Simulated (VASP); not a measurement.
# ZnS (P6_3mc) in VASP: a series of runs

ZnS is run at these levels: PBE-based global hybrid with 5 % exact exchange, PBE-based global hybrid with 20 % exact exchange; tasks: single point.

Everything below comes from runs of VASP 6.6.1. Logs are shortened: lines on timing, memory, paths and dates and some standing lists are left out, and cuts for length are marked.

## Step 1: The cell of the first run

Symmetry: P6_3mc, No. 186, hexagonal system. The conventional cell has a = 3.811 Å, b = 3.811 Å, c = 6.234 Å, α = 90.00°, β = 90.00°, γ = 120.00°. Zn (site symmetry 3m) has 4 S at 2.31 to 2.40 Å within 3.1 Å. S (site symmetry 3m) has 4 Zn at 2.31 to 2.40 Å within 3.1 Å.

## Step 2: Single point, PBE-based global hybrid with 5 % exact exchange

The input, POSCAR:

```
ZnS
1.0
    3.8110000000      0.0000000000      0.0000000000
   -1.9055000000      3.3004200000      0.0000000000
    0.0000000000      0.0000000000      6.2340000000
Zn S
2 2
Direct
    0.3333333333      0.6666666667      0.0000000000
    0.6666666667      0.3333333333      0.5000000000
    0.3333333333      0.6666666667      0.3850000000
    0.6666666667      0.3333333333      0.8850000000
```

The input, INCAR.step1:

```
SYSTEM = ZnS
PREC     = Accurate       ! precision mode
ENCUT    = 400            ! plane-wave cutoff, eV
EDIFF    = 1E-5           ! SCF threshold, eV
ISMEAR   = 0              ! smearing method
SIGMA    = 0.01           ! smearing width, eV
LREAL    = .False.        ! projectors in reciprocal space
LASPH    = .True.         ! aspherical terms in the spheres
NELM     = 120            ! most SCF steps
ALGO     = Normal         ! electronic algorithm
ISIF     = 2              ! what is computed and relaxed
LWAVE    = .True.         ! write WAVECAR
LCHARG   = .False.        ! write CHGCAR
GGA      = PE             ! functional
NBANDS   = 26             ! bands
GGA_COMPAT= .False.
```

The input, INCAR.step2:

```
SYSTEM = ZnS
PREC     = Accurate       ! precision mode
ENCUT    = 400            ! plane-wave cutoff, eV
EDIFF    = 1E-6           ! SCF threshold, eV
ISMEAR   = 0              ! smearing method
SIGMA    = 0.01           ! smearing width, eV
LREAL    = .False.        ! projectors in reciprocal space
LASPH    = .True.         ! aspherical terms in the spheres
NELM     = 120            ! most SCF steps
ALGO     = Normal         ! electronic algorithm
ISIF     = 2              ! what is computed and relaxed
LWAVE    = .False.        ! write WAVECAR
LCHARG   = .False.        ! write CHGCAR
GGA      = PE             ! functional
LHFCALC  = .True.         ! exact exchange
AEXX     = 0.05           ! exact-exchange fraction
PRECFOCK = Normal       
ISTART   = 1            
NBANDS   = 26             ! bands
GGA_COMPAT= .False.
```

The input, KPOINTS:

```
regular mesh
0
Gamma
  4 4 2
  0 0 0
```

Potentials or basis: VASP PAW PBE potentials, release 64 (Zn, S).

Command:

```
$ cat potpaw_PBE.64/Zn/POTCAR potpaw_PBE.64/S/POTCAR > POTCAR
$ cp INCAR.step1 INCAR
$ mpirun -np 1 vasp_std > vasp.out
$ cp INCAR.step2 INCAR
$ mpirun -np 1 vasp_std > vasp.out
```

OUTCAR:

```text
SYSTEM = ZnS
   PREC = Accurate
   ENCUT = 400
   EDIFF = 1E-6
   ISMEAR = 0
   LREAL = .False.
   LASPH = .True.
   NELM = 120
   ISIF = 2
   GGA = PE
   LHFCALC = .True.
   AEXX = 0.05
   PRECFOCK = Normal
   ISTART = 1

 ion  position               nearest neighbor table
   1  0.333  0.667  0.000-   4 2.31   4 2.31   4 2.31   3 2.40
   2  0.667  0.333  0.500-   3 2.31   3 2.31   3 2.31   4 2.40
   3  0.333  0.667  0.385-   2 2.31   2 2.31   2 2.31   1 2.40
   4  0.667  0.333  0.885-   1 2.31   1 2.31   1 2.31   2 2.40

  LATTYP: Found a hexagonal cell.
 ALAT       =     3.8110000000
 C/A-ratio  =     1.6357911309

  Lattice vectors:

 A1 = (   3.8110000000,   0.0000000000,   0.0000000000)
 A2 = (  -1.9055000000,   3.3004200000,   0.0000000000)
 A3 = (   0.0000000000,   0.0000000000,   6.2340000000)

Analysis of symmetry for initial positions (statically):
=====================================================================
 Subroutine PRICEL returns:
 Original cell was already a primitive cell.

 Routine SETGRP: Setting up the symmetry group for a
 hexagonal supercell.

 Subroutine GETGRP returns: Found 12 space group operations
 (whereof  6 operations were pure point group operations)
 out of a pool of 24 trial point group operations.

The static configuration has the point symmetry C_3v.
 The point group associated with its full space group is C_6v.

Analysis of symmetry for dynamics (positions and initial velocities):
=====================================================================
 Subroutine PRICEL returns:
 Original cell was already a primitive cell.

 Routine SETGRP: Setting up the symmetry group for a
 hexagonal supercell.

 Subroutine GETGRP returns: Found 12 space group operations
 (whereof  6 operations were pure point group operations)
 out of a pool of 24 trial point group operations.

The dynamic configuration has the point symmetry C_3v.
 The point group associated with its full space group is C_6v.

 Subroutine INISYM returns: Found 12 space group operations
 (whereof  6 operations are pure point group operations),
 and found     1 'primitive' translations

----------------------------------------------------------------------------------------

                                     Primitive cell

  volume of cell :      78.4106

  direct lattice vectors                    reciprocal lattice vectors
     3.811000000  0.000000000  0.000000000     0.262398321  0.151495870  0.000000000
    -1.905500000  3.300420000  0.000000000     0.000000000  0.302991740  0.000000000
     0.000000000  0.000000000  6.234000000     0.000000000  0.000000000  0.160410651

  length of vectors
     3.811000000  3.810997563  6.234000000     0.302991547  0.302991740  0.160410651

  position of ions in fractional coordinates (direct lattice)
     0.333333333  0.666666667  0.000000000
     0.666666667  0.333333333  0.500000000
     0.333333333  0.666666667  0.385000000
     0.666666667  0.333333333  0.885000000

  ion indices of the primitive-cell ions
   primitive index   ion index
                 1           1
                 2           2
                 3           3
                 4           4

----------------------------------------------------------------------------------------

 KPOINTS: regular mesh

Automatic generation of k-mesh.
 Grid dimensions read from file:
 generate k-points for:    4    4    2

 Generating k-lattice:

  Cartesian coordinates                     Fractional coordinates (reciprocal lattice)
     0.065599580  0.037873968  0.000000000     0.250000000  0.000000000  0.000000000
     0.000000000  0.075747935  0.000000000     0.000000000  0.250000000  0.000000000
     0.000000000  0.000000000  0.080205326     0.000000000  0.000000000  0.500000000

  Length of vectors
     0.075747887  0.075747935  0.080205326

  Shift w.r.t. Gamma in fractional coordinates (k-lattice)
     0.000000000  0.000000000  0.000000000

 Subroutine IBZKPT returns following result:
 ===========================================

 Found      8 irreducible k-points:

 Following reciprocal coordinates:
            Coordinates               Weight
  0.000000  0.000000  0.000000      1.000000
  0.250000  0.000000  0.000000      6.000000
  0.500000  0.000000  0.000000      3.000000
  0.250000  0.250000  0.000000      6.000000
  0.000000  0.000000  0.500000      1.000000
  0.250000  0.000000  0.500000      6.000000
  0.500000  0.000000  0.500000      3.000000
  0.250000  0.250000  0.500000      6.000000
   k-points           NKPTS =      8   k-points in BZ     NKDIM =     32   number of bands    NBANDS=     26
   number of dos      NEDOS =    301   number of ions     NIONS =      4
   total plane-waves  NPLWV =  32928
   dimension x,y,z NGX =    28 NGY =   28 NGZ =   42
   dimension x,y,z NGXF=    56 NGYF=   56 NGZF=   84
   ions per type =               2   2
   NGX,Y,Z   is equivalent  to a cutoff of  12.21, 12.21, 11.20 a.u.
   NGXF,Y,Z  is equivalent  to a cutoff of  24.43, 24.43, 22.40 a.u.
 SYSTEM =  ZnS
   PREC   = accura    normal or accurate (medium, high low for compatibility)
   ISTART =      1    job   : 0-new  1-cont  2-samecut
   ICHARG =      0    charge: 1-file 2-atom 10-const
   ISPIN  =      1    spin polarized calculation?
   LNONCOLLINEAR =      F non collinear calculations
   LSORBIT =      F    spin-orbit coupling
   LASPH  =      T    aspherical Exc in radial PAW
   ENCUT  =  400.0 eV  29.40 Ry    5.42 a.u.   6.21  6.21 10.17*2*pi/ulx,y,z
   NELM   =    120;   NELMIN=  2; NELMDL=  0     # of ELM steps
   EDIFF  = 0.1E-05   stopping-criterion for ELM
   LREAL  =      F    real-space projection
   EDIFFG = 0.1E-04   stopping-criterion for IOM
   NSW    =      0    number of steps for IOM
   IBRION =     -1    ionic relax: 0-MD 1-quasi-New 2-CG
   NFREE  =      0    steps in history (QN), initial steepest desc. (CG)
   ISIF   =      2    stress and relaxation
   ISYM   =      3    0-nonsym 1-usesym 2-fastsym
   POTIM  = 0.5000    time-step for ionic-motion
   TEBEG  =    0.0;   TEEND  =   0.0 temperature during run
   PSTRESS=    0.0 pullay stress
   NELECT =      36.0000    total number of electrons
   NUPDOWN=      -1.0000    fix difference up-down
   EMIN   =  10.00;   EMAX   =-10.00  energy-range for DOS
   EFERMI =   0.00;   METHOD = LEGACY
   ISMEAR =     0;   SIGMA  =   0.01  broadening in eV -4-tet -1-fermi 0-gaus
   EFERMI_NEDOS =   21; number of points for ismear=-14 and -15
   IALGO  =     38    algorithm
   IMIX   =      1    mixing-type and parameters
     AMIX     =   0.40;   BMIX     =  1.00
     AMIX_MAG =   1.60;   BMIX_MAG =  1.00
  volume/ion in A,a.u.               =      19.60       132.29
  Fermi-wavevector in a.u.,A,eV,Ry     =   1.262944  2.386618 21.701659  1.595027
  Thomas-Fermi vector in A             =   2.396326
   LORBIT       =      0    0 simple, 1 ext, 2 COOP (PROOUT), +10 PAW based schemes
   GGA     = PE    functional components
   LHFCALC =     T    Hartree Fock is set to
   PRECFOCK=normal    Normal, Fast or Accurate (Low or Medium for compatibility)
   ENCUT4O =  -1.0   cutoff for four orbital integrals eV
   NKREDX  =     1    reduce k-point grid by
   NKREDY  =     1    reduce k-point grid by
   NKREDZ  =     1    reduce k-point grid by
   AEXX    =    0.0500 exact exchange contribution
   HFSCREEN=    0.0000 screening length (either q_TF or 0.3 A-1)
   HFSCREENC=   0.0000 screening length for correlation (either q_TF or 0.3 A-1)
   ENCUTFOCK=  -1.0 apply spherical cutoff to Coloumb kernel
   IVDW    =     0    specifies the selected vdW correction
   LEPSILON=     F    determine dielectric tensor
   LRPA    =     F    only Hartree local field effects (RPA)
 non-spin polarized calculation
 Gauss-broadening in eV      SIGMA  =   0.01
  energy-cutoff  :      400.00
  volume of cell :       78.41
 maximum number of plane-waves:      1448
 NGX is ok and might be reduce to    28
  NGX = 20; NGY = 20; NGZ = 32

 number of electron      35.9999958 magnetization

 Free energy of the ion-electron system (eV)
  ---------------------------------------------------
  ext. energy  EPLUGINS =         0.00000000
  ---------------------------------------------------
  free energy    TOTEN  =       -14.42507531 eV

  energy without entropy =      -14.42507531  energy(sigma->0) =      -14.42507531

 E-fermi :   2.0719     XC(G=0):  -9.2371

 val. band max:        1.9565664407   @ k =   0.0000   0.0000   0.0000
 cond. band min:       4.5879722189   @ k =   0.0000   0.0000   0.0000
 fundamental gap:      2.6314057782
 Fermi energy:         2.0719450955

 k-point     1 :       0.0000    0.0000    0.0000
  band No.  band energies     occupation
      1     -11.4892      2.00000
      2     -10.5507      2.00000
      3      -4.7223      2.00000
      4      -4.7223      2.00000
      5      -4.6581      2.00000
      6      -4.6581      2.00000
[... 18 lines left out ...]
     25       9.9928      0.00000
     26      11.6979      0.00000

 k-point     2 :       0.2500    0.0000    0.0000
  band No.  band energies     occupation
      1     -11.0909      2.00000
      2     -10.3441      2.00000
      3      -4.7191      2.00000
      4      -4.6427      2.00000
      5      -4.6224      2.00000
      6      -4.5473      2.00000
[... 18 lines left out ...]
     25      10.8161      0.00000
     26      11.3130      0.00000

 k-point     3 :       0.5000    0.0000    0.0000
  band No.  band energies     occupation
      1     -10.5378      2.00000
      2     -10.2117      2.00000
      3      -4.6738      2.00000
      4      -4.5855      2.00000
      5      -4.4489      2.00000
      6      -4.4257      2.00000
[... 108 lines left out ...]
 k-point     7 :       0.5000    0.0000    0.5000
  band No.  band energies     occupation
      1     -10.3647      2.00000
      2     -10.3647      2.00000
      3      -4.6624      2.00000
      4      -4.6624      2.00000
      5      -4.5056      2.00000
      6      -4.5056      2.00000
[... 18 lines left out ...]
     25      11.6709      0.00000
     26      11.6709      0.00000

 k-point     8 :       0.2500    0.2500    0.5000
  band No.  band energies     occupation
      1     -10.3712      2.00000
      2     -10.3712      2.00000
      3      -4.5865      2.00000
      4      -4.5865      2.00000
      5      -4.4977      2.00000
      6      -4.4977      2.00000
[... 18 lines left out ...]
     25      10.9167      0.00000
     26      10.9167      0.00000

------------------------ aborting loop because EDIFF is reached ----------------------------------------

  FORCE on cell =-STRESS in cart. coord.  units (eV):
  Direction    XX          YY          ZZ          XY          YZ          ZX
  --------------------------------------------------------------------------------------
  -------------------------------------------------------------------------------------
  Total        1.4328622      1.4328597      0.2171538      0.0000000      0.0000000      0.0000000
  in kB       29.2779079     29.2778580      4.4371389      0.0000000      0.0000000      0.0000000
  external PRESSURE =      20.9976349 kB  Pullay stress =       0.0000000 kB

 VOLUME and BASIS-vectors are now :
 -----------------------------------------------------------------------------
  energy-cutoff  :      400.00
  volume of cell :       78.41
      direct lattice vectors                 reciprocal lattice vectors
     3.811000000  0.000000000  0.000000000     0.262398321  0.151495870  0.000000000
    -1.905500000  3.300420000  0.000000000     0.000000000  0.302991740  0.000000000
     0.000000000  0.000000000  6.234000000     0.000000000  0.000000000  0.160410651

 POSITION                                       TOTAL-FORCE (eV/Angst)
 -----------------------------------------------------------------------------------
     -0.00000      2.20028      0.00000        -0.000000      0.000000      0.337649
      1.90550      1.10014      3.11700         0.000000     -0.000000      0.337649
     -0.00000      2.20028      2.40009        -0.000000     -0.000000     -0.337649
      1.90550      1.10014      5.51709         0.000000      0.000000     -0.337649
 -----------------------------------------------------------------------------------
    total drift:                               -0.000000     -0.000000      0.000060

  FREE ENERGIE OF THE ION-ELECTRON SYSTEM (eV)
  ---------------------------------------------------
  free  energy   TOTEN  =       -14.4250753096 eV

  energy  without entropy=      -14.4250753096  energy(sigma->0) =      -14.42507531
```

It took 17 min on 1 thread of Oxide Virtual Turin-like, shared host; peak memory 0.15 GiB.

Results:

| Property | Result |
| --- | --- |
| Free energy | -14.4251 eV |
| Pressure | 2.1 GPa |
| Largest force | 0.338 eV/Å |
| Band gap on the k mesh | 2.63 eV |

Forces in eV/Å, atoms in the order of the input:
```
Zn   0.000  0.000  0.338
Zn   0.000  0.000  0.338
S    0.000  0.000 -0.338
S    0.000  0.000 -0.338
```

Caveat: the k points lie up to 0.50 Å⁻¹ apart; the PAW data sets were made with another functional, which shifts forces and pressure a little.

## Step 3: Single point, PBE-based global hybrid with 20 % exact exchange

POSCAR is that of step 2.

The input, INCAR.step1:

```
SYSTEM = ZnS
  PREC = Accurate
  ENCUT = 400
  EDIFF = 1E-5
  ISMEAR = 0
  SIGMA = 0.01
  LREAL = .False.
  LASPH = .True.
  NELM = 120
  ALGO = Normal
  ISIF = 2
  LWAVE = .True.
  NBANDS = 26
  GGA = PE
  GGA_COMPAT = .False.
```

The input, INCAR.step2:

```
SYSTEM = ZnS
  PREC = Accurate
  ENCUT = 400
  EDIFF = 1E-6
  ISMEAR = 0
  SIGMA = 0.01
  LREAL = .False.
  LASPH = .True.
  NELM = 120
  ALGO = Normal
  ISIF = 2
  LWAVE = .False.
  LCHARG = .True.
  GGA = PE
  LHFCALC = .True.
  AEXX = 0.2
  PRECFOCK = Normal
  LELF = .True.
  LVHAR = .True.
  NBANDS = 26
  ISTART = 1
  GGA_COMPAT = .False.
```

KPOINTS is that of step 2.

Potentials or basis: VASP PAW PBE potentials, release 64 (Zn, S).

Command:

```
$ cat potpaw_PBE.64/Zn/POTCAR potpaw_PBE.64/S/POTCAR > POTCAR
$ cp INCAR.step1 INCAR
$ mpirun -np 1 vasp_std > vasp.out
$ cp INCAR.step2 INCAR
$ mpirun -np 1 vasp_std > vasp.out
```

Run time: 23 min. Hardware: 1 thread of Oxide Virtual Turin-like, shared host; peak memory 0.15 GiB.

The run converged. Its results:

| Quantity | Value |
| --- | --- |
| Free energy | -16.9812 eV |
| Pressure | 1.4 GPa |
| Largest force | 0.338 eV/Å |
| Band gap on the k mesh | 3.80 eV |

Forces on the atoms (eV/Å):
```
Zn   0.000  0.000  0.338
Zn   0.000  0.000  0.338
S    0.000  0.000 -0.338
S    0.000  0.000 -0.338
```

Stress tensor (GPa, compression positive):
```
 2.24  0.00  0.00
 0.00  2.24  0.00
 0.00  0.00 -0.29
```

Levels at points of the mesh, in eV from the valence-band top:
```tsv
k point	band 14	band 15	band 16	band 17	band 18	band 19	band 20	band 21	band 22	band 23
(0.00, 0.00, 0.00)	-0.93	-0.93	-0.03	-0.03	0.00	3.80	4.56	7.91	7.91	8.25
(0.50, 0.00, 0.00)	-4.50	-3.36	-2.39	-1.66	-1.05	5.09	5.88	6.62	8.74	9.19
(0.00, 0.00, 0.50)	-2.97	-0.50	-0.50	-0.50	-0.50	5.11	5.11	8.35	8.35	8.35
(0.50, 0.00, 0.50)	-5.30	-1.77	-1.77	-1.62	-1.62	5.10	5.10	6.68	6.68	10.72
```

Caveat: the k points lie up to 0.50 Å⁻¹ apart; the PAW data sets were made with another functional, which shifts forces and pressure a little.
